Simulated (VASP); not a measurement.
TaN: single point with LDA

The system is TaN.

```xyz
2
Lattice="2.9380 0.0000 0.0000 -1.4690 2.5444 0.0000 0.0000 0.0000 2.8830" Properties=species:S:1:pos:R:3 pbc="T T T"
Ta    0.0000    1.6963    1.4415
N     0.0000    0.0000    0.0000
```

```json
{"Program": "VASP 6.6.1", "Task": "single point", "Functional": "LDA", "Potentials or basis": "VASP PAW LDA potentials, release 64 (Ta_pv, N)", "Cutoff": "600 eV", "k mesh": "6 × 6 × 6", "Occupations": "gaussian, width 0.1 eV", "Spin": "collinear spin", "Starting moments": "[1.0, 0.0] μB"}
```

```
Pressure                                              : -9.9 GPa
Band gap on the k mesh                                : zero (filled and empty bands overlap)
Net moment                                            : 0.00 μB per cell
Valence electrons inside the program's atomic spheres : Ta 9.02; N 3.69
```

Stress tensor (GPa, compression positive):
```
 -9.39   0.00   0.00
  0.00  -9.39   0.00
  0.00   0.00 -10.80
```

Levels at points of the mesh, in eV from the Fermi level:
Spin up:
| k point | band 4 | band 5 | band 6 | band 7 | band 8 | band 9 | band 10 | band 11 | band 12 | band 13 |
| --- | --- | --- | --- | --- | --- | --- | --- | --- | --- | --- |
| (0.00, 0.00, 0.00) | -17.72 | -4.72 | -4.72 | -4.38 | -3.05 | 2.19 | 3.40 | 3.40 | 3.75 | 3.75 |
| (0.50, 0.00, 0.00) | -15.37 | -8.42 | -5.36 | -3.65 | -3.31 | 2.76 | 3.85 | 5.00 | 5.10 | 7.38 |
| (0.00, 0.00, 0.50) | -14.99 | -9.48 | -3.91 | -3.91 | -0.29 | -0.29 | 2.25 | 3.09 | 3.09 | 8.12 |
| (0.50, 0.00, 0.50) | -15.70 | -7.47 | -6.31 | -5.86 | -0.46 | 4.01 | 5.15 | 5.87 | 6.86 | 10.00 |
Spin down:
```tsv
k point	band 4	band 5	band 6	band 7	band 8	band 9	band 10	band 11	band 12	band 13
(0.00, 0.00, 0.00)	-17.72	-4.72	-4.72	-4.38	-3.05	2.19	3.40	3.40	3.75	3.75
(0.50, 0.00, 0.00)	-15.37	-8.42	-5.36	-3.65	-3.31	2.76	3.85	5.00	5.10	7.38
(0.00, 0.00, 0.50)	-14.99	-9.48	-3.91	-3.91	-0.29	-0.29	2.25	3.09	3.09	8.12
(0.50, 0.00, 0.50)	-15.70	-7.47	-6.31	-5.86	-0.46	4.01	5.15	5.87	6.86	10.00
```

Run time: 14 s on 1 thread of AMD EPYC 9R45 96-Core Processor (Zen 5), on a shared host, peak memory 0.12 GiB.

Caveat: the k points lie up to 0.41 Å⁻¹ apart; spin-orbit coupling is left out, which moves the levels of the heavy elements.
